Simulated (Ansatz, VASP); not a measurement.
# Two plane-wave programs on CoO

INCAR

```
SYSTEM = CoO
ALGO = Normal
EDIFF = 1E-7
ENCUT = 520
GGA = PS
ISIF = 2
ISMEAR = 0
LASPH = .TRUE.
LCHARG = .TRUE.
LELF = .TRUE.
LREAL = .FALSE.
LVHAR = .TRUE.
LWAVE = .FALSE.
NBANDS = 14
NELM = 80
PREC = Accurate
SIGMA = 0.1
```

The input KPOINTS:

```
k-points
0
G
  16 16 16
  0 0 0
```

POSCAR

```
CoO
1.0
    2.5724609762      0.0000000000      0.0000000000
    0.0000000000      2.5724609762      0.0000000000
    0.0000000000      0.0000000000      2.5724609762
Co O
1 1
Direct
    0.0000000000      0.0000000000      0.0000000000
    0.5000000000      0.5000000000      0.5000000000
```

Input for Ansatz:

```yaml
crystal:
  lattice:
    - [2.5724608895, 0.0, 0.0]
    - [0.0, 2.5724608895, 0.0]
    - [0.0, 0.0, 2.5724608895]
  atoms:
    - { symbol: Co, position: [0.0, 0.0, 0.0] }
    - { symbol: O, position: [0.5, 0.5, 0.5] }
basis:
  ecutwfc: 420
kpoints:
  mp_grid: { grid: [16, 16, 16] }
hamiltonian:
  xc: pbesol
scf:
  occupations: { method: gaussian, width: 0.1 }
  lower_state_search: "off"
output:
  forces: true
  stress: true
  eigenvalues: true
```

Alike in both runs: task single point; functional PBEsol; k mesh 16 × 16 × 16; occupations gaussian, width 0.1 eV; no spin polarisation.

|  | VASP | Ansatz |
| --- | --- | --- |
| version | VASP 6.6.1 | Ansatz 0.2.0 |
| potentials or method | VASP PAW PBE potentials, release 64 (Co, O), cutoff 520 eV | scalar-relativistic, plane waves, PAW |
| valence electrons in the cell | 15 | 23 |

Ansatz gave:

```
gap on the k mesh at the Fermi level (eV) : none
pressure (GPa)                            : -15.5
```

Estimate VASP's values.

gap on the k mesh at the Fermi level (eV): none; pressure (GPa): -15.8.

VASP's potentials were made for PBE, not for PBEsol. A gap of «none» marks a metal or a gap that the smearing closes. VASP's potentials hold 15 valence electrons a cell and Ansatz's 23, so a difference there can come from the potentials and not from the codes.
